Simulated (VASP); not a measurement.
# Si3H2C4 in VASP: further runs, part 3 of 3

VASP 6.6.1. Earlier steps stand in the parts before.

## (4) Relaxation of the atoms, PBEsol

File INCAR:

```
ALGO = Fast
DIPOL = 0.5 0.5 0.353
EDIFF = 1E-6
EDIFFG = -0.03
ENCUT = 520
GGA = PS
IBRION = 2
IDIPOL = 3
ISIF = 2
ISMEAR = 0
LASPH = True
LCHARG = False
LDIPOL = True
LREAL = Auto
LWAVE = False
NELM = 80
NSW = 50
PREC = Accurate
SIGMA = 0.05
```

File KPOINTS:

```
k-points
0
Gamma
  4 8 1
```

File POSCAR:

```
Si3H2C4
1.0
    6.1612406585      0.0000000000      0.0000000000
    0.0000000000      3.0806203293      0.0000000000
    0.0000000000      0.0000000000     20.0373883794
C Si H
8 6 4
Selective dynamics
Direct
    0.5000000000      0.5000000000      0.2321862369  F F F
    0.0000000000      0.5000000000      0.2321862369  F F F
    0.7500000000      0.0000000000      0.3408993827  F F F
    0.2500000000      0.0000000000      0.3408993827  F F F
   -0.0027620812      0.5000000000      0.4633254963  T T T
    0.5017250048      0.5000000000      0.4457235758  T T T
    0.3874129325      0.0000000000      0.5606695792  T T F
    0.6098213397      0.0000000000      0.5606695792  T T F
    0.2500000000      0.5000000000      0.2865428098  F F F
    0.7500000000      0.5000000000      0.2865428098  F F F
    0.5006298240      0.0000000000      0.3939915838  T T T
   -0.0015186746      0.0000000000      0.4016225263  T T T
    0.7202331683      0.5000000000      0.5126216522  T T T
    0.2745554390      0.5000000000      0.5090450301  T T T
    0.5000000000      0.2248963861      0.1983620084  F F F
    0.5000000000      0.7751036139      0.1983620084  F F F
    0.0000000000      0.7747262802      0.1982371399  F F F
    0.0000000000      0.2252737198      0.1982371399  F F F
```

Potentials or basis: VASP PAW PBE potentials, release 64 (C, Si, H).

The run is started by

```sh
$ cat potpaw_PBE.64/C/POTCAR potpaw_PBE.64/Si/POTCAR potpaw_PBE.64/H/POTCAR > POTCAR
$ mpirun -np 1 vasp_std > vasp.out
```

OUTCAR:

```text
EDIFF = 1E-6
   EDIFFG = -0.03
   ENCUT = 520
   GGA = PS
   IBRION = 2
   ISIF = 2
   ISMEAR = 0
   LASPH = True
   LREAL = Auto
   NELM = 80
   NSW = 50
   PREC = Accurate

 ion  position               nearest neighbor table
   1  0.500  0.500  0.232-  15 1.09  16 1.09   9 1.89  10 1.89
   2  0.000  0.500  0.232-  17 1.09  18 1.09   9 1.89  10 1.89
   3  0.750  0.000  0.341-  11 1.87  10 1.89  10 1.89  12 1.96
   4  0.250  0.000  0.341-  11 1.88   9 1.89   9 1.89  12 1.97
   5  0.997  0.500  0.463-  14 1.94  13 1.97  12 1.98  12 1.98
   6  0.502  0.500  0.446-  11 1.86  11 1.86  14 1.89  13 1.90
   7  0.387  0.000  0.561-   8 1.37  14 1.98  14 1.98
   8  0.610  0.000  0.561-   7 1.37  13 1.94  13 1.94
   9  0.250  0.500  0.287-   1 1.89   2 1.89   4 1.89   4 1.89  11 3.06  11 3.06  10 3.08  10 3.08

  10  0.750  0.500  0.287-   1 1.89   2 1.89   3 1.89   3 1.89  11 3.06  11 3.06   9 3.08   9 3.08

  11  0.501  0.000  0.394-   6 1.86   6 1.86   3 1.87   4 1.88  10 3.06  10 3.06   9 3.06   9 3.06
                            12 3.07  12 3.10  14 3.10  14 3.10  13 3.14  13 3.14
  12  0.998  0.000  0.402-   3 1.96   4 1.97   5 1.98   5 1.98  11 3.07  11 3.10  14 3.15  14 3.15

  13  0.720  0.500  0.513-   6 1.90   8 1.94   8 1.94   5 1.97  14 2.75  11 3.14  11 3.14
  14  0.275  0.500  0.509-   6 1.89   5 1.94   7 1.98   7 1.98  13 2.75  11 3.10  11 3.10  12 3.15
                            12 3.15
  15  0.500  0.225  0.198-   1 1.09
[... 388 lines left out ...]
 number of electron      59.9999999 magnetization

------------------------ aborting loop because EDIFF is reached ----------------------------------------
[... 99 lines left out ...]
--------------------------------------- Ionic step       11  -------------------------------------------

 number of electron      59.9999999 magnetization

 dipolmoment           0.000000      0.000000      0.172068 electrons x Angstroem

 Free energy of the ion-electron system (eV)
  ---------------------------------------------------
  ext. energy  EPLUGINS =         0.00000000
  ---------------------------------------------------
  free energy    TOTEN  =      -123.55646404 eV

  energy without entropy =     -123.55469905  energy(sigma->0) =     -123.55558154

 E-fermi :   1.0258     XC(G=0):  -5.3461

 val. band max:        1.0258183870   @ k =   0.0000   0.3750   0.0000
 cond. band min:       1.2138289732   @ k =   0.0000   0.0000   0.0000
 fundamental gap:      0.1880105862
 Fermi energy:         1.0258280694

 k-point     1 :       0.0000    0.0000    0.0000
  band No.  band energies     occupation
      1     -15.5675      2.00000
      2     -14.7471      2.00000
      3     -13.4265      2.00000
      4     -12.5506      2.00000
      5     -12.1390      2.00000
      6     -12.1314      2.00000
[... 634 lines left out ...]
     39       5.5355      0.00000
     40       5.6723      0.00000

------------------------ aborting loop because EDIFF is reached ----------------------------------------

 vacuum level on the upper side and lower side of the slab       (xc-potential included)         0.612        -0.951

  FORCE on cell =-STRESS in cart. coord.  units (eV):
  Direction    XX          YY          ZZ          XY          YZ          ZX
  --------------------------------------------------------------------------------------
  -------------------------------------------------------------------------------------
  Total       -6.7152109      8.3968608    -10.8537659      0.0000000      0.0000000      0.2078796
  in kB      -28.2893372     35.3736660    -45.7239316      0.0000000      0.0000000      0.8757395
  external PRESSURE =     -12.8798676 kB  Pullay stress =       0.0000000 kB
[... 33 lines left out ...]
  FREE ENERGIE OF THE ION-ELECTRON SYSTEM (eV)
  ---------------------------------------------------
  free  energy   TOTEN  =      -123.5564640408 eV

  energy  without entropy=     -123.5546990463  energy(sigma->0) =     -123.55558154

 reached required accuracy - stopping structural energy minimisation

 vacuum level on the upper side and lower side of the slab         5.663         4.053
```

OSZICAR:

```text
N       E                     dE             d eps       ncg     rms          rms(c)
DAV:   1     0.363716494110E+03    0.36372E+03   -0.24271E+04  1208   0.121E+03
DAV:   2    -0.837250131634E+02   -0.44744E+03   -0.43198E+03  1664   0.255E+02
DAV:   3    -0.135153051439E+03   -0.51428E+02   -0.50898E+02  1496   0.870E+01
[... 111 lines left out ...]
RMM:   5    -0.123556457470E+03   -0.68150E-06   -0.42703E-06   950   0.961E-03
  10 F= -.12355646E+03 E0= -.12355557E+03  d E =-.191915E-03
       N       E                     dE             d eps       ncg     rms          rms(c)
DAV:   1    -0.123556463466E+03   -0.66767E-05   -0.80413E-04  1432   0.145E-01    0.815E-03
RMM:   2    -0.123556463766E+03   -0.30087E-06   -0.10570E-05  1157   0.163E-02    0.328E-03
RMM:   3    -0.123556464041E+03   -0.27434E-06   -0.18389E-06   765   0.663E-03
  11 F= -.12355646E+03 E0= -.12355558E+03  d E =-.198486E-03
```

It took 56 min on 1 thread of Oxide Virtual Turin-like, shared host; peak memory 0.51 GiB.

Results:

| Quantity | Value |
| --- | --- |
| Free energy | -123.5565 eV |
| Energy gained by relaxing | 2.9 meV/atom |
| Ionic steps | 11 |
| Band gap on the k mesh | zero (bands 30 and 31 overlap by 0.79 eV) |

Step by step:
```
step  energy change (eV)  largest force on free atoms (eV/Å)  pressure (GPa)
   1              0.0000                              1.1335           -1.13
   2             -0.0239                              1.0021           -1.38
   3             -0.0288                              0.6517           -1.31
   4             -0.0382                              0.6852           -1.13
   5             -0.0438                              0.3165           -1.21
   6             -0.0510                              0.1123           -1.27
   7             -0.0515                              0.1205           -1.29
   8             -0.0522                              0.0478           -1.29
   9             -0.0522                              0.0708           -1.29
  10             -0.0524                              0.0320           -1.29
  11             -0.0524                              0.0265           -1.29
```

Final structure:
```xyz
18
Lattice="6.1612 0.0000 0.0000 0.0000 3.0806 0.0000 0.0000 0.0000 20.0374" Properties=species:S:1:pos:R:3 pbc="T T T"
C     3.0806    1.5403    4.6524
C     0.0000    1.5403    4.6524
C     4.6209    0.0000    6.8307
C     1.5403    0.0000    6.8307
C     6.1563    1.5403    9.3114
C     3.0744    1.5403    8.9658
C     2.3815    0.0000   11.2344
C     3.7604    0.0000   11.2344
Si    1.5403    1.5403    5.7416
Si    4.6209    1.5403    5.7416
Si    3.0789    0.0000    7.9127
Si    6.1603    0.0000    8.0627
Si    4.4443    1.5403   10.2807
Si    1.7016    1.5403   10.2791
H     3.0806    0.6928    3.9747
H     3.0806    2.3878    3.9747
H     0.0000    2.3866    3.9722
H     0.0000    0.6940    3.9722
```

Caveat: the PAW data sets were made with another functional, which shifts forces and pressure a little.

## (5) Summary

```tsv
cell	gap on the mesh (eV)
atoms relaxed, atomic positions A	none
atoms relaxed, atomic positions B	none
atoms relaxed, atomic positions C	none
```

Alike in all rows: task relaxation of the atoms; level PBEsol; potentials or basis VASP PAW PBE potentials, release 64 (C, Si, H); no spin polarisation; k mesh 4 × 8 × 1; cutoff (eV) 520; smearing gaussian 0.05 eV.

Caveats: the PAW data sets were made with another functional, which shifts forces and pressure a little.

Total energies depend on the potentials used, so only differences within one code and one set of settings carry meaning.
